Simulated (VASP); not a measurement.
Set up this calculation in VASP 6.6.1, as the native input.

```yaml
Task: single point
Functional: PBEsol
Potentials_or_basis: VASP PAW PBE potentials, release 64 (Mg, S)
Cutoff: 600 eV
k_mesh: 8 × 8 × 8
Occupations: gaussian, width 0.02 eV
Spin: no spin polarisation
Dipole_correction: no
Further_INCAR_settings: ALGO = Normal; EDIFF = 1e-06; NBANDS = 11
```

The structure of MgS (a.bB) lies in POSCAR:

```
MgS
1.0
    0.0000000000      2.5909111842      2.5909111842
    2.5909111842      0.0000000000      2.5909111842
    2.5909111842      2.5909111842      0.0000000000
Mg S
1 1
Direct
    0.0000000000      0.0000000000      0.0000000000
    0.5000000000      0.5000000000      0.5000000000
```

One way to write it, as run:

INCAR

```
PREC     = Accurate       # precision mode
ENCUT    = 600            # plane-wave cutoff, eV
EDIFF    = 1E-6           # SCF threshold, eV
ISMEAR   = 0              # smearing method
SIGMA    = 0.02           # smearing width, eV
LREAL    = F              # projectors in reciprocal space
LASPH    = T              # aspherical terms in the spheres
NELM     = 120            # most SCF steps
ALGO     = Normal         # electronic algorithm
ISIF     = 2              # what is computed and relaxed
LWAVE    = F              # write WAVECAR
LCHARG   = T              # write CHGCAR
GGA      = PS             # functional
LELF     = T              # ELF
LVHAR    = T            
NBANDS   = 11             # bands
GGA_COMPAT= F
```

KPOINTS

```
Automatic mesh
0
Gamma
  8 8 8
```

Potentials or basis: VASP PAW PBE potentials, release 64 (Mg, S).

The run is started by

```console
$ cat potpaw_PBE.64/Mg/POTCAR potpaw_PBE.64/S/POTCAR > POTCAR
$ mpirun -np 1 vasp_std > vasp.out
```

Results of the run:

```yaml
Pressure: -0.2 GPa
Band_gap_on_the_k_mesh: 2.73 eV, indirect (least direct gap 3.69 eV)
```

Caveat: the PAW data sets were made with another functional, which shifts forces and pressure a little.

It took 15 s on 1 thread of Intel Xeon 6975P-C (shared host), peak memory 0.17 GiB.
